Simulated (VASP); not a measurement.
Input of a VASP 6.6.1 run:

File INCAR:

```
PREC     = Accurate       # precision mode
ENCUT    = 520            # plane-wave cutoff, eV
EDIFF    = 1E-6           # SCF threshold, eV
ISMEAR   = 0              # smearing method
SIGMA    = 0.1            # smearing width, eV
LREAL    = F              # projectors in reciprocal space
LASPH    = T              # aspherical terms in the spheres
NELM     = 150            # most SCF steps
ALGO     = Normal         # electronic algorithm
ISIF     = 2              # what is computed and relaxed
LWAVE    = F              # write WAVECAR
LCHARG   = F              # write CHGCAR
ISPIN    = 2              # spin polarisation
MAGMOM   = 1 1 1 1 0 0 0 0 # initial moments
LORBIT   = 11             # projections on sites
LMAXMIX  = 4              # l up to which the mixer works
GGA      = PE             # functional
NBANDS   = 45             # bands
```

KPOINTS

```
regular mesh
0
Gamma
  4 4 4
```

File POSCAR:

```
Sc4BP3
1.0
    5.2765008597      0.0000000000      0.0000000000
    0.0000000000      3.8842615270      0.0000000000
   -0.0221673709      0.0000000000      6.7582093592
Sc B P
4 1 3
Direct
    0.2573702335      0.0000000000      0.6784229037
    0.7426297665      0.0000000000      0.3215770963
    0.7308849702      0.5000000000      0.8451283906
    0.2691150298      0.5000000000      0.1548716094
    0.5000000000      0.0000000000      0.0000000000
    0.0000000000      0.0000000000      0.0000000000
    0.5000000000      0.5000000000      0.5000000000
    0.0000000000      0.5000000000      0.5000000000
```

Potentials or basis: VASP PAW PBE potentials, release 64 (Sc_sv, B, P).

Launch:

```console
$ cat potpaw_PBE.64/Sc_sv/POTCAR potpaw_PBE.64/B/POTCAR potpaw_PBE.64/P/POTCAR > POTCAR
$ mpirun -np 1 vasp_std > vasp.out
```

Question: Estimate the band gap on the k mesh.

Answer: Zero (filled and empty bands overlap).

Question: Predict the net moment.

Answer: 0.00 μB per cell.

Stress tensor (GPa, compression positive):
```
 2.07  0.00  0.04
 0.00 -0.02  0.00
 0.04  0.00 -0.34
```

Caveat: the k points lie up to 0.40 Å⁻¹ apart, too coarse for converged energies and pressures of a metal.
